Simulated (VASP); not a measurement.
# Cu (Fm-3m) in VASP: a series of runs

Aim: see how the results for Cu move with the level of theory and the settings. Levels: PBEsol, LDA. Tasks: single point.

Program: VASP 6.6.1. These are calculated values, not measurements. Logs are shortened: lines on timing, memory, paths and dates and some standing lists are left out, and cuts for length are marked.

## Step 1: The cell of the first run

It takes space group Fm-3m (No. 225, cubic). Conventional cell: a = 3.685 Å, b = 3.685 Å, c = 3.685 Å, α = 90.00°, β = 90.00°, γ = 90.00°. Within 3.4 Å of Cu (site symmetry m-3m) lie 12 Cu at 2.61 Å.

## Step 2: Single point, PBEsol

The input, INCAR:

```
SYSTEM = Cu
PREC = Accurate ; ENCUT = 520
EDIFF = 1E-7 ; ISMEAR = -1
SIGMA = 0.06 ; LREAL = .False.
LASPH = .True. ; NELM = 60
ALGO = Normal ; ISIF = 2
LWAVE = .False. ; LCHARG = .False.
GGA = PS ; NBANDS = 12
```

The input, KPOINTS:

```
Automatic mesh
0
Gamma
  12 12 12
  0 0 0
```

The input, POSCAR:

```
Cu
1.0
    0.0000000000      1.8426200000      1.8426200000
    1.8426200000      0.0000000000      1.8426200000
    1.8426200000      1.8426200000      0.0000000000
Cu
1
Direct
    0.0000000000      0.0000000000      0.0000000000
```

Potentials or basis: VASP PAW PBE potentials, release 64 (Cu).

Command:

```sh
> cat potpaw_PBE.64/Cu/POTCAR > POTCAR
> mpirun -np 1 vasp_std > vasp.out
```

OUTCAR:

```text
SYSTEM = Cu
   PREC = Accurate
   ENCUT = 520
   EDIFF = 1E-7
   ISMEAR = -1
   LREAL = .False.
   LASPH = .True.
   NELM = 60
   ISIF = 2
   GGA = PS

 ion  position               nearest neighbor table
   1  0.000  0.000  0.000-

  LATTYP: Found a face centered cubic cell.
 ALAT       =     3.6852400000

  Lattice vectors:

 A1 = (   0.0000000000,   1.8426200000,   1.8426200000)
 A2 = (   1.8426200000,   0.0000000000,   1.8426200000)
 A3 = (   1.8426200000,   1.8426200000,   0.0000000000)

Analysis of symmetry for initial positions (statically):
=====================================================================
 Subroutine PRICEL returns:
 Original cell was already a primitive cell.

 Routine SETGRP: Setting up the symmetry group for a
 face centered cubic supercell.

 Subroutine GETGRP returns: Found 48 space group operations
 (whereof 48 operations were pure point group operations)
 out of a pool of 48 trial point group operations.

The static configuration has the point symmetry O_h .

Analysis of symmetry for dynamics (positions and initial velocities):
=====================================================================
 Subroutine PRICEL returns:
 Original cell was already a primitive cell.

 Routine SETGRP: Setting up the symmetry group for a
 face centered cubic supercell.

 Subroutine GETGRP returns: Found 48 space group operations
 (whereof 48 operations were pure point group operations)
 out of a pool of 48 trial point group operations.

The dynamic configuration has the point symmetry O_h .

 Subroutine INISYM returns: Found 48 space group operations
 (whereof 48 operations are pure point group operations),
 and found     1 'primitive' translations

----------------------------------------------------------------------------------------

                                     Primitive cell

  volume of cell :      12.5123

  direct lattice vectors                    reciprocal lattice vectors
     0.000000000  1.842620000  1.842620000    -0.271352748  0.271352748  0.271352748
     1.842620000  0.000000000  1.842620000     0.271352748 -0.271352748  0.271352748
     1.842620000  1.842620000  0.000000000     0.271352748  0.271352748 -0.271352748

  length of vectors
     2.605858194  2.605858194  2.605858194     0.469996746  0.469996746  0.469996746

  position of ions in fractional coordinates (direct lattice)
     0.000000000  0.000000000  0.000000000
[... 81 lines left out ...]
   NFREE  =      0    steps in history (QN), initial steepest desc. (CG)
   ISIF   =      2    stress and relaxation
   ISYM   =      2    0-nonsym 1-usesym 2-fastsym
   POTIM  = 0.5000    time-step for ionic-motion
   TEBEG  =    0.0;   TEEND  =   0.0 temperature during run
   PSTRESS=    0.0 pullay stress
   NELECT =      11.0000    total number of electrons
   NUPDOWN=      -1.0000    fix difference up-down
   EMIN   =  10.00;   EMAX   =-10.00  energy-range for DOS
   EFERMI =   0.00;   METHOD = LEGACY
   ISMEAR =    -1;   SIGMA  =   0.06  broadening in eV -4-tet -1-fermi 0-gaus
   EFERMI_NEDOS =   21; number of points for ismear=-14 and -15
   IALGO  =     38    algorithm
   IMIX   =      4    mixing-type and parameters
     AMIX     =   0.40;   BMIX     =  1.00
     AMIX_MAG =   1.60;   BMIX_MAG =  1.00
  volume/ion in A,a.u.               =      12.51        84.44
  Fermi-wavevector in a.u.,A,eV,Ry     =   1.568291  2.963640 33.464022  2.459536
  Thomas-Fermi vector in A             =   2.670344
   LORBIT       =      0    0 simple, 1 ext, 2 COOP (PROOUT), +10 PAW based schemes
   GGA     = PS    functional components
   LHFCALC =     F    Hartree Fock is set to
   AEXX    =    0.0000 exact exchange contribution
   IVDW    =     0    specifies the selected vdW correction
   LEPSILON=     F    determine dielectric tensor
   LRPA    =     F    only Hartree local field effects (RPA)
 non-spin polarized calculation
  energy-cutoff  :      520.00
  volume of cell :       12.51
 maximum number of plane-waves:       347
   NGX =  9   NGY =  9   NGZ =  9

 number of electron      10.9999987 magnetization

 Free energy of the ion-electron system (eV)
  ---------------------------------------------------
  ext. energy  EPLUGINS =         0.00000000
  ---------------------------------------------------
  free energy    TOTEN  =        -4.25792920 eV

  energy without entropy =       -4.25328834  energy(sigma->0) =       -4.25560877

 E-fermi :   6.6088     XC(G=0): -12.5752

 val. band max:        6.5901441679   @ k =   0.5000   0.3333   0.1667
 cond. band min:       6.6231871246   @ k =   0.4167   0.4167   0.0000
 fundamental gap:      0.0330429567
 Fermi energy:         6.6088100444

 k-point     1 :       0.0000    0.0000    0.0000
  band No.  band energies     occupation
      1      -2.2482      2.00000
      2       3.8486      2.00000
      3       3.8486      2.00000
      4       3.8486      2.00000
      5       4.6092      2.00000
      6       4.6092      2.00000
      7      28.8259      0.00000
      8      30.9988      0.00000
      9      30.9988      0.00000
     10      30.9988      0.00000
     11      33.4451      0.00000
     12      33.4451      0.00000
[... 331 lines left out ...]
 k-point    24 :      -0.4167    0.1667    0.0000
  band No.  band energies     occupation
      1       2.3845      2.00000
      2       3.5354      2.00000
      3       4.0155      2.00000
      4       4.0889      2.00000
      5       5.0389      2.00000
      6       7.6729      0.00000
      7      10.7370      0.00000
      8      20.8841      0.00000
      9      25.0993      0.00000
     10      26.7781      0.00000
     11      34.8910      0.00000
     12      35.7247      0.00000

 [... further k-points ...]

------------------------ aborting loop because EDIFF is reached ----------------------------------------

  FORCE on cell =-STRESS in cart. coord.  units (eV):
  Direction    XX          YY          ZZ          XY          YZ          ZX
  --------------------------------------------------------------------------------------
  -------------------------------------------------------------------------------------
  Total       -0.9779924     -0.9779924     -0.9779924      0.0000000      0.0000000      0.0000000
  in kB     -125.2300960   -125.2300960   -125.2300960      0.0000000      0.0000000      0.0000000
  external PRESSURE =    -125.2300960 kB  Pullay stress =       0.0000000 kB

 VOLUME and BASIS-vectors are now :
 -----------------------------------------------------------------------------
  energy-cutoff  :      520.00
  volume of cell :       12.51
      direct lattice vectors                 reciprocal lattice vectors
     0.000000000  1.842620000  1.842620000    -0.271352748  0.271352748  0.271352748
     1.842620000  0.000000000  1.842620000     0.271352748 -0.271352748  0.271352748
     1.842620000  1.842620000  0.000000000     0.271352748  0.271352748 -0.271352748

 POSITION                                       TOTAL-FORCE (eV/Angst)
 -----------------------------------------------------------------------------------
      0.00000      0.00000      0.00000         0.000000     -0.000000      0.000000
 -----------------------------------------------------------------------------------
    total drift:                                0.000000      0.000000      0.000000

  FREE ENERGIE OF THE ION-ELECTRON SYSTEM (eV)
  ---------------------------------------------------
  free  energy   TOTEN  =        -4.2579291995 eV

  energy  without entropy=       -4.2532883389  energy(sigma->0) =       -4.25560877
```

It took 6.1 s on 1 thread of Intel Xeon 6975P-C, shared host; peak memory 0.13 GiB.

What came out:

| Property | Result |
| --- | --- |
| Free energy | -4.2579 eV |
| Pressure | -12.5 GPa |

Caveat: the PAW data sets were made with another functional, which shifts forces and pressure a little.

## Step 3: Single point, LDA

The input, INCAR:

```
PREC     = Accurate       # precision mode
ENCUT    = 520            # plane-wave cutoff, eV
EDIFF    = 1E-6           # SCF threshold, eV
ISMEAR   = -1             # smearing method
SIGMA    = 0.06           # smearing width, eV
LREAL    = F              # projectors in reciprocal space
LASPH    = T              # aspherical terms in the spheres
NELM     = 80             # most SCF steps
ALGO     = Normal         # electronic algorithm
ISIF     = 2              # what is computed and relaxed
LWAVE    = F              # write WAVECAR
LCHARG   = T              # write CHGCAR
LELF     = T              # ELF
LVHAR    = T            
NBANDS   = 12             # bands
```

The input, KPOINTS:

```
Automatic mesh
0
Gamma
  12 12 12
```

POSCAR is that of step 2.

Potentials or basis: VASP PAW LDA potentials, release 64 (Cu).

Command:

```sh
> cat potpaw_LDA.64/Cu/POTCAR > POTCAR
> mpirun -np 1 vasp_std > vasp.out
```

Wall time 5.6 s (1 thread of Intel Xeon 6975P-C, shared host); peak memory 0.12 GiB.

It converged, with:

- Free energy: -4.6063 eV
- Pressure: -17.8 GPa

Levels at points of the mesh, in eV from the Fermi level:
| k point | band 3 | band 4 | band 5 | band 6 | band 7 | band 8 | band 9 | band 10 |
| --- | --- | --- | --- | --- | --- | --- | --- | --- |
| (0.00, 0.00, 0.00) | -2.81 | -2.81 | -2.04 | -2.04 | 22.33 | 24.33 | 24.33 | 24.33 |
| (0.50, 0.00, 0.00) | -2.83 | -1.52 | -1.52 | -0.71 | 3.53 | 20.87 | 21.13 | 21.13 |
| (0.50, 0.50, 0.00) | -1.53 | -1.39 | -1.39 | 1.63 | 6.80 | 12.66 | 12.66 | 17.16 |
